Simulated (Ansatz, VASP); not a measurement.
## C: VASP beside Ansatz

INCAR

```
SYSTEM = C
PREC = Accurate ; ENCUT = 600
EDIFF = 1E-6 ; ISMEAR = 0
SIGMA = 0.01 ; LREAL = .FALSE.
LASPH = .TRUE. ; NELM = 120
ALGO = Normal ; ISIF = 2
LWAVE = .FALSE. ; LCHARG = .FALSE.
GGA = PS ; NBANDS = 16
GGA_COMPAT = .FALSE.
```

File KPOINTS:

```
Automatic mesh
0
G
  10 10 4
  0 0 0
```

POSCAR

```
C
1.0
    2.4588354590      0.0000000000      0.0000000000
   -1.2294177295      2.1294139712      0.0000000000
    0.0000000000      0.0000000000      7.2856777555
C
4
Direct
    0.0000000000      0.0000000000      0.0025001780
    0.0000000000      0.0000000000      0.5025001780
    0.3333333333      0.6666666667      0.0024998220
    0.6666666667      0.3333333333      0.5024998220
```

Input for Ansatz:

```yaml
crystal:
  lattice:
    - [2.45883545896, 0.0, 0.0]
    - [-1.22941772948, 2.12941397118, 0.0]
    - [0.0, 0.0, 7.28567775549]
  atoms:
    - { symbol: C, position: [0.0, 0.0, 0.002500178011] }
    - { symbol: C, position: [0.0, 0.0, 0.502500178011] }
    - { symbol: C, position: [0.333333333333, 0.666666666667, 0.002499821989] }
    - { symbol: C, position: [0.666666666667, 0.333333333333, 0.502499821989] }
kpoints:
  mp_grid: { grid: [10, 10, 4] }
scf:
  occupations: { method: fixed }
hamiltonian:
  xc: pbesol
  pseudopotentials: { kind: all_electron, lapw: { basis_error: 0.001 } }
output:
  forces: true
  stress: true
  eigenvalues: true
  eigenstates:
    nscf_kmesh: { grid: [16, 16, 6] }
    de_dk: true
    e_range: [-9, 10.79337309175]
checkpoint:
  write: ck
  write_wavefunctions: false
```

Alike in both runs: task single point; functional PBEsol; k mesh 10 × 10 × 4; no spin polarisation.

```csv
,VASP,Ansatz
version,VASP 6.6.1,Ansatz 0.2.0
potentials or method,"VASP PAW PBE potentials, release 64 (C), cutoff 600 eV","all-electron LAPW, scalar-relativistic"
occupations,"gaussian, width 0.01 eV",fixed
```

```csv
,VASP,Ansatz,Ansatz less VASP
gap on the k mesh at the Fermi level (eV),1.54,1.54,0.000
pressure (GPa),0.2,-0.1,-0.29
"traceless stress, the component that is largest in VASP (GPa)",-0.44,0.13,+0.573
```

VASP's potentials were made for PBE, not for PBEsol. Ansatz ran all-electron here, and VASP with PAW potentials. Ansatz's warnings: structure snapped to symmetry.
